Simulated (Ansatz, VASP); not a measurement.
## FePt in VASP and in Ansatz

The input INCAR:

```
PREC     = Accurate       # precision mode
ENCUT    = 520            # plane-wave cutoff, eV
EDIFF    = 1E-6           # SCF threshold, eV
ISMEAR   = 0              # smearing method
SIGMA    = 0.018000000000000002 # smearing width, eV
LREAL    = False          # projectors in reciprocal space
LASPH    = True           # aspherical terms in the spheres
NELM     = 150            # most SCF steps
ALGO     = Normal         # electronic algorithm
ISIF     = 2              # what is computed and relaxed
LWAVE    = False          # write WAVECAR
LCHARG   = True           # write CHGCAR
ISPIN    = 2              # spin polarisation
MAGMOM   = 0 3            # initial moments
LORBIT   = 11             # projections on sites
LMAXMIX  = 4              # l up to which the mixer works
GGA      = PE             # functional
LELF     = True           # ELF
LVHAR    = True         
NBANDS   = 20             # bands
```

File KPOINTS:

```
regular mesh
0
Gamma
  10 10 7
```

File POSCAR:

```
FePt
1.0
    2.7235000000      0.0000000000      0.0000000000
    0.0000000000      2.7235000000      0.0000000000
    0.0000000000      0.0000000000      3.7200000000
Pt Fe
1 1
Direct
    0.5000000000      0.5000000000      0.5000000000
    0.0000000000      0.0000000000      0.0000000000
```

The input input.yaml:

```yaml
crystal:
  lattice:
    - [2.7235, 0.0, 0.0]
    - [0.0, 2.7235, 0.0]
    - [0.0, 0.0, 3.72]
  atoms:
    - { symbol: Pt, position: [0.5, 0.5, 0.5] }
    - { symbol: Fe, position: [0.0, 0.0, 0.0], spin: 3.0 }
kpoints:
  mp_grid: { grid: [10, 10, 7] }
scf:
  occupations: { method: gaussian, width: 0.018 }
hamiltonian:
  xc: pbe
  pseudopotentials: { kind: all_electron, lapw: { basis_error: 0.001 } }
magnetization:
  spin_polarized: true
output:
  forces: true
  stress: true
  eigenvalues: true
```

Alike in both runs: task single point; functional PBE; k mesh 10 × 10 × 7; occupations gaussian, width 0.018 eV; collinear spin.

|  | VASP | Ansatz |
| --- | --- | --- |
| version | VASP 6.6.1 | Ansatz 0.2.0 |
| potentials or method | VASP PAW PBE potentials, release 64 (Pt, Fe), cutoff 520 eV | all-electron LAPW, scalar-relativistic |

```tsv
	VASP	Ansatz	Ansatz less VASP
gap on the k mesh at the Fermi level (eV)	none	none	-
pressure (GPa)	2.8	3.3	+0.54
traceless stress, the component that is largest in VASP (GPa)	0.38	0.30	-0.088
net moment per atom (μB)	1.63	1.64	+0.012
size of the moment on the site where the two differ most (μB)	2.91	2.97	+0.059
```

Site moments also hang on the region over which each program counts them. A gap of «none» marks a metal or a gap that the smearing closes. Ansatz ran all-electron here, and VASP with PAW potentials.

Spin-orbit coupling is off throughout.
